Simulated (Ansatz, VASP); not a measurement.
Given: the input of a run of VASP 6.6.1 on Sn.

POSCAR

```
Sn
1.0
   -1.8559746029      1.8559746029      1.8559746029
    1.8559746029     -1.8559746029      1.8559746029
    1.8559746029      1.8559746029     -1.8559746029
Sn
1
Direct
    0.0000000000      0.0000000000      0.0000000000
```

The input INCAR.step1:

```
SYSTEM = Sn
PREC     = Accurate       ! precision mode
ENCUT    = 520            ! plane-wave cutoff, eV
EDIFF    = 1E-5           ! SCF threshold, eV
ISMEAR   = -1             ! smearing method
SIGMA    = 0.05           ! smearing width, eV
LREAL    = .False.        ! projectors in reciprocal space
LASPH    = .True.         ! aspherical terms in the spheres
NELM     = 80             ! most SCF steps
ALGO     = Normal         ! electronic algorithm
ISIF     = 2              ! what is computed and relaxed
LWAVE    = .True.         ! write WAVECAR
NBANDS   = 13             ! bands
GGA      = PE             ! functional
```

INCAR.step2

```
SYSTEM = Sn
PREC     = Accurate       ! precision mode
ENCUT    = 520            ! plane-wave cutoff, eV
EDIFF    = 1E-6           ! SCF threshold, eV
ISMEAR   = -1             ! smearing method
SIGMA    = 0.05           ! smearing width, eV
LREAL    = .False.        ! projectors in reciprocal space
LASPH    = .True.         ! aspherical terms in the spheres
NELM     = 80             ! most SCF steps
ALGO     = Normal         ! electronic algorithm
ISIF     = 2              ! what is computed and relaxed
LWAVE    = .False.        ! write WAVECAR
LCHARG   = .True.         ! write CHGCAR
GGA      = PE             ! functional
LHFCALC  = .True.         ! exact exchange
HFSCREEN = 0.2079         ! screening, 1/A
PRECFOCK = Normal       
LELF     = .True.         ! ELF
LVHAR    = .True.       
NBANDS   = 13             ! bands
ISTART   = 1
```

KPOINTS

```
regular mesh
0
Gamma
  6 6 6
  0 0 0
```

Potentials or basis: VASP PAW PBE potentials, release 64 (Sn_d).

Run with:

```bash
$ cat potpaw_PBE.64/Sn_d/POTCAR > POTCAR
$ cp INCAR.step1 INCAR
$ mpirun -np 1 vasp_std > vasp.out
$ cp INCAR.step2 INCAR
$ mpirun -np 1 vasp_std > vasp.out
```

Task: Set up the same calculation for Ansatz 0.2.0. Potentials there: Ansatz PAW.

Result: As run (the cutoff follows the program's own potentials):

Contents of input:

```
crystal:
  lattice:
    - [-1.8559746029, 1.8559746029, 1.8559746029]
    - [1.8559746029, -1.8559746029, 1.8559746029]
    - [1.8559746029, 1.8559746029, -1.8559746029]
  atoms:
    - { symbol: Sn, position: [0.0, 0.0, 0.0] }
hamiltonian:
  xc: hse06
  pseudopotentials: { kind: paw }
kpoints:
  mp_grid: { grid: [6, 6, 6] }
scf:
  occupations: { method: fermi_dirac, width: 0.05 }
output:
  forces: true
  stress: true
  eigenvalues: true
```

Both were run:

|  | VASP | Ansatz | Ansatz less VASP |
| --- | --- | --- | --- |
| gap on the k mesh at the Fermi level (eV) | none | none | - |
| pressure (GPa) | 3.0 | 3.0 | +0.04 |

A gap of «none» marks a metal or a gap that the smearing closes.

The k mesh is coarse, so the values compare programs but aren't converged.
